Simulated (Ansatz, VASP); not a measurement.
**One calculation of Ti2Te2Se, two programs**

```
Ti Te Se
1.0
     4.30991    0.00000    0.00000
     0.00000    4.30991    0.00000
     0.00000    0.00000    6.67962
Ti Te Se
2 2 1
Direct
  0.50000 0.00000 0.50000
  0.00000 0.50000 0.50000
  0.50000 0.50000 0.76672
  0.50000 0.50000 0.23328
  0.00000 0.00000 0.00000
```

Change from the starting cell: species swapped into the BaAs2Pd2 type (P4/mmm, No. 123).

Alike in both runs: task relaxation of cell and atoms; functional PBE; k mesh 10 × 10 × 6; occupations gaussian, width 0.1 eV; no spin polarisation.

```csv
,VASP,Ansatz
version,VASP 6.6.1,Ansatz 0.2.0
potentials or method,"VASP PAW PBE potentials, release 64 (Ti_sv, Te, Se), cutoff 600 eV","scalar-relativistic, plane waves, PAW"
valence electrons in the cell,42,72
```

Ansatz gave:

```
gap on the k mesh at the Fermi level, each at its own relaxed structure (eV) : none
relaxed volume (Å³/atom)                                                     : 25.27
relaxed cell length with the largest relative difference (Å)                 : 8.707
```

Task: Estimate VASP's values.

Result: gap on the k mesh at the Fermi level, each at its own relaxed structure (eV): none; relaxed volume (Å³/atom): 25.12; relaxed cell length with the largest relative difference (Å): 8.646.

A gap of «none» marks a metal or a gap that the smearing closes. VASP's potentials hold 42 valence electrons a cell and Ansatz's 72, so a difference there can come from the potentials and not from the codes.

Neither program's run includes spin-orbit coupling.
